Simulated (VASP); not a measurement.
# SnO (P4/nmm) in VASP: relaxation of cell and atoms with PBE

Aim: the relaxation of cell and atoms of SnO with PBE.

All numbers are computed with VASP 6.6.1; they aren't measurements. Logs are shortened: lines on timing, memory, paths and dates and some standing lists are left out, and cuts for length are marked.

## Step 1: The cell of the first run

The structure is tetragonal, space group P4/nmm (No. 129). Conventional cell: a = 3.868 Å, b = 3.868 Å, c = 5.070 Å, α = 90.00°, β = 90.00°, γ = 90.00°. Sn (site symmetry 4mm) has 4 O at 2.25 Å within 3.0 Å. Within 3.0 Å of O (site symmetry -4m2) lie 4 Sn at 2.25 Å and 4 O at 2.73 Å.

## Step 2: Relaxation of cell and atoms, PBE

INCAR

```
SYSTEM = SnO
PREC = Accurate
ENCUT = 600
EDIFF = 1E-6
ISMEAR = 0
SIGMA = 0.01
LREAL = .FALSE.
LASPH = .TRUE.
NELM = 60
ALGO = Normal
ISIF = 3
LWAVE = .FALSE.
LCHARG = .FALSE.
GGA = PE
IBRION = 2
NSW = 80
EDIFFG = -0.001
```

KPOINTS

```
regular mesh
0
G
  10 10 8
  0 0 0
```

POSCAR

```
SnO
1.0
    3.8677643025      0.0000000000      0.0000000000
    0.0000000000      3.8677643025      0.0000000000
    0.0000000000      0.0000000000      5.0699830525
Sn O
2 2
Direct
    0.0000000000      0.5000000000      0.2287087015
    0.5000000000      0.0000000000      0.7712912985
    0.0000000000      0.0000000000      0.0000000000
    0.5000000000      0.5000000000      0.0000000000
```

Potentials or basis: VASP PAW PBE potentials, release 64 (Sn_d, O).

On the command line:

```console
cat potpaw_PBE.64/Sn_d/POTCAR potpaw_PBE.64/O/POTCAR > POTCAR
mpirun -np 1 vasp_std > vasp.out
```

OUTCAR:

```text
SYSTEM = SnO
   PREC = Accurate
   ENCUT = 600
   EDIFF = 1E-6
   ISMEAR = 0
   LREAL = .FALSE.
   LASPH = .TRUE.
   NELM = 60
   ISIF = 3
   GGA = PE
   IBRION = 2
   NSW = 80
   EDIFFG = -0.001

 ion  position               nearest neighbor table
   1  0.000  0.500  0.229-   3 2.25   4 2.25   3 2.25   4 2.25   2 3.59   2 3.59   2 3.59   2 3.59

   2  0.500  0.000  0.771-   3 2.25   4 2.25   4 2.25   3 2.25   1 3.59   1 3.59   1 3.59   1 3.59

   3  0.000  0.000  0.000-   1 2.25   2 2.25   1 2.25   2 2.25
   4  0.500  0.500  0.000-   1 2.25   2 2.25   2 2.25   1 2.25

  LATTYP: Found a simple tetragonal cell.
 ALAT       =     3.8677643025
 C/A-ratio  =     1.3108304064

  Lattice vectors:

 A1 = (   3.8677643025,   0.0000000000,   0.0000000000)
 A2 = (   0.0000000000,   3.8677643025,   0.0000000000)
 A3 = (   0.0000000000,   0.0000000000,   5.0699830525)

Analysis of symmetry for initial positions (statically):
=====================================================================
 Subroutine PRICEL returns:
 Original cell was already a primitive cell.

 Routine SETGRP: Setting up the symmetry group for a
 simple tetragonal supercell.

 Subroutine GETGRP returns: Found 16 space group operations
 (whereof  8 operations were pure point group operations)
 out of a pool of 16 trial point group operations.

The static configuration has the point symmetry D_2d.
 The point group associated with its full space group is D_4h.

Analysis of symmetry for dynamics (positions and initial velocities):
=====================================================================
 Subroutine PRICEL returns:
 Original cell was already a primitive cell.

 Routine SETGRP: Setting up the symmetry group for a
 simple tetragonal supercell.

 Subroutine GETGRP returns: Found 16 space group operations
 (whereof  8 operations were pure point group operations)
 out of a pool of 16 trial point group operations.

The dynamic configuration has the point symmetry D_2d.
 The point group associated with its full space group is D_4h.

 Subroutine INISYM returns: Found 16 space group operations
 (whereof  8 operations are pure point group operations),
 and found     1 'primitive' translations

----------------------------------------------------------------------------------------

                                     Primitive cell

  volume of cell :      75.8449

  direct lattice vectors                    reciprocal lattice vectors
     3.867764302  0.000000000  0.000000000     0.258547295  0.000000000  0.000000000
     0.000000000  3.867764302  0.000000000     0.000000000  0.258547295  0.000000000
     0.000000000  0.000000000  5.069983052     0.000000000  0.000000000  0.197239318

  length of vectors
     3.867764302  3.867764302  5.069983052     0.258547295  0.258547295  0.197239318

  position of ions in fractional coordinates (direct lattice)
     0.000000000  0.500000000  0.228708701
     0.500000000  0.000000000  0.771291299
     0.000000000  0.000000000  0.000000000
     0.500000000  0.500000000  0.000000000

  ion indices of the primitive-cell ions
   primitive index   ion index
                 1           1
                 2           2
                 3           3
                 4           4

----------------------------------------------------------------------------------------

 KPOINTS: regular mesh

Automatic generation of k-mesh.
 Grid dimensions read from file:
 generate k-points for:   10   10    8

 Generating k-lattice:

  Cartesian coordinates                     Fractional coordinates (reciprocal lattice)
     0.025854730  0.000000000  0.000000000     0.100000000  0.000000000  0.000000000
     0.000000000  0.025854730  0.000000000     0.000000000  0.100000000  0.000000000
     0.000000000  0.000000000  0.024654915     0.000000000  0.000000000  0.125000000

  Length of vectors
     0.025854730  0.025854730  0.024654915

  Shift w.r.t. Gamma in fractional coordinates (k-lattice)
     0.000000000  0.000000000  0.000000000

 Subroutine IBZKPT returns following result:
 ===========================================

 Found    105 irreducible k-points:

 Following reciprocal coordinates:
            Coordinates               Weight
  0.000000  0.000000  0.000000      1.000000
  0.100000  0.000000  0.000000      4.000000
  0.200000  0.000000  0.000000      4.000000
  0.300000  0.000000  0.000000      4.000000
  0.400000  0.000000  0.000000      4.000000
  0.500000  0.000000  0.000000      2.000000
[... 16 lines left out ...]
  0.100000  0.000000  0.125000      8.000000
  0.200000  0.000000  0.125000      8.000000
 [... further k-points ...]
   k-points           NKPTS =    105   k-points in BZ     NKDIM =    105   number of bands    NBANDS=     24
   number of dos      NEDOS =    301   number of ions     NIONS =      4
   total plane-waves  NPLWV =  43008
   dimension x,y,z NGX =    32 NGY =   32 NGZ =   42
   dimension x,y,z NGXF=    64 NGYF=   64 NGZF=   84
   ions per type =               2   2
   NGX,Y,Z   is equivalent  to a cutoff of  13.75, 13.75, 13.77 a.u.
   NGXF,Y,Z  is equivalent  to a cutoff of  27.51, 27.51, 27.54 a.u.
 SYSTEM =  SnO
   PREC   = accura    normal or accurate (medium, high low for compatibility)
   ISTART =      0    job   : 0-new  1-cont  2-samecut
   ICHARG =      2    charge: 1-file 2-atom 10-const
   ISPIN  =      1    spin polarized calculation?
   LNONCOLLINEAR =      F non collinear calculations
   LSORBIT =      F    spin-orbit coupling
   LASPH  =      T    aspherical Exc in radial PAW
   ENCUT  =  600.0 eV  44.10 Ry    6.64 a.u.   7.72  7.72 10.13*2*pi/ulx,y,z
   NELM   =     60;   NELMIN=  2; NELMDL= -5     # of ELM steps
   EDIFF  = 0.1E-05   stopping-criterion for ELM
   LREAL  =      F    real-space projection
   EDIFFG = -.1E-02   stopping-criterion for IOM
   NSW    =     80    number of steps for IOM
   IBRION =      2    ionic relax: 0-MD 1-quasi-New 2-CG
   NFREE  =      1    steps in history (QN), initial steepest desc. (CG)
   ISIF   =      3    stress and relaxation
   ISYM   =      2    0-nonsym 1-usesym 2-fastsym
   POTIM  = 0.5000    time-step for ionic-motion
   TEBEG  =    0.0;   TEEND  =   0.0 temperature during run
   PSTRESS=    0.0 pullay stress
   NELECT =      40.0000    total number of electrons
   NUPDOWN=      -1.0000    fix difference up-down
   EMIN   =  10.00;   EMAX   =-10.00  energy-range for DOS
   EFERMI =   0.00;   METHOD = LEGACY
   ISMEAR =     0;   SIGMA  =   0.01  broadening in eV -4-tet -1-fermi 0-gaus
   EFERMI_NEDOS =   21; number of points for ismear=-14 and -15
   IALGO  =     38    algorithm
   IMIX   =      4    mixing-type and parameters
     AMIX     =   0.40;   BMIX     =  1.00
     AMIX_MAG =   1.60;   BMIX_MAG =  1.00
  volume/ion in A,a.u.               =      18.96       127.96
  Fermi-wavevector in a.u.,A,eV,Ry     =   1.322674  2.499491 23.802920  1.749465
  Thomas-Fermi vector in A             =   2.452337
   LORBIT       =      0    0 simple, 1 ext, 2 COOP (PROOUT), +10 PAW based schemes
   GGA     = PE    functional components
   LHFCALC =     F    Hartree Fock is set to
   AEXX    =    0.0000 exact exchange contribution
   IVDW    =     0    specifies the selected vdW correction
   LEPSILON=     F    determine dielectric tensor
   LRPA    =     F    only Hartree local field effects (RPA)
 conjugate gradient relaxation of ions
 non-spin polarized calculation
 Gauss-broadening in eV      SIGMA  =   0.01
  energy-cutoff  :      600.00
  volume of cell :       75.84
 maximum number of plane-waves:      2556
 NGX is ok and might be reduce to    32
   NGX = 15   NGY = 15   NGZ = 21

--------------------------------------- Ionic step        1  -------------------------------------------

 number of electron      39.9999994 magnetization

 Free energy of the ion-electron system (eV)
  ---------------------------------------------------
  ext. energy  EPLUGINS =         0.00000000
  ---------------------------------------------------
  free energy    TOTEN  =       -22.73053142 eV

  energy without entropy =      -22.73053142  energy(sigma->0) =      -22.73053142

------------------------ aborting loop because EDIFF is reached ----------------------------------------

  FORCE on cell =-STRESS in cart. coord.  units (eV):
  Direction    XX          YY          ZZ          XY          YZ          ZX
  --------------------------------------------------------------------------------------
  -------------------------------------------------------------------------------------
  Total        0.0553950      0.0553950      0.0668942      0.0000000     -0.0000000      0.0000000
  in kB        1.1701853      1.1701853      1.4130997      0.0000000     -0.0000000      0.0000000
  external PRESSURE =       1.2511568 kB  Pullay stress =       0.0000000 kB
[... 95 lines left out ...]
  FREE ENERGIE OF THE ION-ELECTRON SYSTEM (eV)
  ---------------------------------------------------
  free  energy   TOTEN  =       -22.7307166040 eV

  energy  without entropy=      -22.7307166040  energy(sigma->0) =      -22.73071660

[... ionic steps 4 to 27 ...]

--------------------------------------- Ionic step       28  -------------------------------------------

 number of electron      39.9999994 magnetization

------------------------ aborting loop because EDIFF is reached ----------------------------------------

  FORCE on cell =-STRESS in cart. coord.  units (eV):
  Direction    XX          YY          ZZ          XY          YZ          ZX
  --------------------------------------------------------------------------------------
  -------------------------------------------------------------------------------------
  Total       -0.0058498     -0.0058498     -0.0018212      0.0000000      0.0000000      0.0000000
  in kB       -0.1244938     -0.1244938     -0.0387574      0.0000000      0.0000000      0.0000000
  external PRESSURE =      -0.0959150 kB  Pullay stress =       0.0000000 kB
[... 61 lines left out ...]
  energy  without entropy=      -22.7310859586  energy(sigma->0) =      -22.73108596

--------------------------------------- Ionic step       30  -------------------------------------------

 number of electron      39.9999994 magnetization

 Free energy of the ion-electron system (eV)
  ---------------------------------------------------
  ext. energy  EPLUGINS =         0.00000000
  ---------------------------------------------------
  free energy    TOTEN  =       -22.73108632 eV

  energy without entropy =      -22.73108632  energy(sigma->0) =      -22.73108632

 E-fermi :   6.2820     XC(G=0):  -9.8662

 val. band max:        6.2128735928   @ k =   0.0000   0.0000   0.0000
 cond. band min:       6.6495313475   @ k =   0.5000   0.5000   0.0000
 fundamental gap:      0.4366577548
 Fermi energy:         6.2820420988

 k-point     1 :       0.0000    0.0000    0.0000
  band No.  band energies     occupation
      1     -15.5378      2.00000
      2     -15.1788      2.00000
      3     -15.1744      2.00000
      4     -15.1744      2.00000
      5     -15.1453      2.00000
      6     -15.1307      2.00000
[... 637 lines left out ...]
     23      10.8592      0.00000
     24      11.2199      0.00000

 [... further k-points ...]
[... 5 lines left out ...]
  --------------------------------------------------------------------------------------
  -------------------------------------------------------------------------------------
  Total        0.0003432      0.0003432     -0.0028610      0.0000000      0.0000000      0.0000000
  in kB        0.0073049      0.0073049     -0.0608904      0.0000000      0.0000000      0.0000000
  external PRESSURE =      -0.0154269 kB  Pullay stress =       0.0000000 kB
[... 19 lines left out ...]
  FREE ENERGIE OF THE ION-ELECTRON SYSTEM (eV)
  ---------------------------------------------------
  free  energy   TOTEN  =       -22.7310863194 eV

  energy  without entropy=      -22.7310863194  energy(sigma->0) =      -22.73108632

 reached required accuracy - stopping structural energy minimisation
```

It took 19 min on 1 thread of AMD EPYC 9R45 (Zen 5), shared host; peak memory 0.33 GiB.

Results:

| Property | Result |
| --- | --- |
| Free energy | -22.7311 eV |
| Relaxed volume | 18.82 Å³/atom |
| Relaxed cell | a = 3.868 Å, b = 3.868 Å, c = 5.032 Å, α = 90.00°, β = 90.00°, γ = 90.00° |
| Space group after relaxing (to 0.1 Å) | P4/nmm (No. 129) |
| Energy gained by relaxing | 0.1 meV/atom |
| Ionic steps | 30 |
| Pressure after relaxing | 0.0 GPa |
| Band gap on the k mesh | 0.44 eV (least direct gap 1.93 eV) |

Step by step:
```csv
step,energy change (eV),largest force (eV/Å),pressure (GPa),volume (Å³)
1,0.0000,0.0705,0.13,75.84
2,-0.0001,0.0191,-0.23,76.01
3,-0.0002,0.0160,-0.07,75.94
4,-0.0002,0.0116,-0.11,75.95
5,-0.0002,0.0151,-0.12,75.95
6,-0.0003,0.0053,-0.07,75.84
7,-0.0003,0.0031,-0.04,75.73
8,-0.0003,0.0059,-0.02,75.68
9,-0.0004,0.0075,0.02,75.59
10,-0.0004,0.0423,0.18,75.37
11,-0.0004,0.0272,0.09,75.48
12,-0.0005,0.0214,0.05,75.47
13,-0.0005,0.0095,-0.01,75.44
14,-0.0005,0.0056,-0.04,75.44
15,-0.0005,0.0048,-0.03,75.41
16,-0.0006,0.0023,-0.01,75.32
17,-0.0006,0.0022,-0.01,75.30
18,-0.0006,0.0009,0.01,75.25
19,-0.0006,0.0025,0.01,75.27
20,-0.0006,0.0032,-0.02,75.29
21,-0.0006,0.0011,0.02,75.28
22,-0.0006,0.0029,0.00,75.28
23,-0.0006,0.0025,-0.02,75.28
24,-0.0006,0.0076,-0.03,75.29
25,-0.0006,0.0019,-0.01,75.29
26,-0.0006,0.0012,-0.02,75.29
27,-0.0006,0.0008,-0.01,75.28
28,-0.0006,0.0001,-0.01,75.28
29,-0.0006,0.0027,0.01,75.28
30,-0.0006,0.0002,0.00,75.28
```

Final structure:
```
CELL_PARAMETERS angstrom
3.86778 0.00000 0.00000
0.00000 3.86778 0.00000
0.00000 0.00000 5.03223
ATOMIC_POSITIONS crystal
Sn 0.00000 0.50000 0.23101
Sn 0.50000 0.00000 0.76899
O 0.00000 0.00000 0.00000
O 0.50000 0.50000 0.00000
```

Levels at points of the mesh, in eV from the valence-band top:
```csv
k point,band 16,band 17,band 18,band 19,band 20,band 21,band 22,band 23,band 24
"(0.00, 0.00, 0.00)",-5.82,-3.15,-2.87,-2.87,0.00,1.93,4.15,4.85,4.85
"(0.50, 0.00, 0.00)",-4.62,-4.46,-4.46,-2.37,-2.37,3.06,3.06,5.73,5.73
"(0.50, 0.50, 0.00)",-4.74,-2.24,-2.24,-1.76,-1.76,0.44,0.44,4.55,4.55
"(0.00, 0.00, 0.50)",-3.37,-3.21,-2.89,-2.89,-1.95,1.73,3.24,3.24,3.74
"(0.50, 0.00, 0.50)",-5.01,-4.44,-4.44,-1.55,-1.55,2.49,2.49,5.51,5.51
"(0.50, 0.50, 0.50)",-5.10,-2.39,-2.39,-2.24,-2.24,2.57,2.57,3.79,3.79
```

Caveat: semilocal functionals underestimate gaps, and a narrow one can read as zero; spin-orbit coupling is left out, which moves the levels of the heavy elements.
